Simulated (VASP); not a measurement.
InSb, 2 atoms in the cell. It takes space group I-4m2 (No. 119, tetragonal). The conventional cell has a = 4.581 Å, b = 4.581 Å, c = 6.284 Å, α = 90.00°, β = 90.00°, γ = 90.00°. In (site symmetry -4m2) has 4 Sb at 2.78 Å within 3.7 Å. Within 3.7 Å of Sb (site symmetry -4m2) lie 4 In at 2.78 Å.  This cell differs from its parent crystal: strain -0.0300 x Voigt [0, 0, 1, 0, 0, 0].

```yaml
Program: VASP 6.6.1
Task: single point
Functional: LDA
Potentials_or_basis: VASP PAW LDA potentials, release 64 (In_d, Sb)
Cutoff: 520 eV
k_mesh: 12 × 12 × 12
Occupations: gaussian, width 0.15 eV
Spin: no spin polarisation
Dipole_correction: no
Further_INCAR_settings: ALGO = Normal; EDIFF = 1e-06; NBANDS = 16
```

Potentials or basis: VASP PAW LDA potentials, release 64 (In_d, Sb).

Run with:

```bash
$ cat potpaw_LDA.64/In_d/POTCAR potpaw_LDA.64/Sb/POTCAR > POTCAR
$ mpirun -np 1 vasp_std > vasp.out
```

Hardware: 1 thread of Intel(R) Xeon(R) Platinum 8488C (Sapphire Rapids), with other jobs on the host.

Question: Estimate the wall time of this run.

Answer: It took 2 min on 1 thread of Intel(R) Xeon(R) Platinum 8488C (Sapphire Rapids), on a shared host, peak memory 0.31 GiB. Counts: scf iterations 12, k points 163.
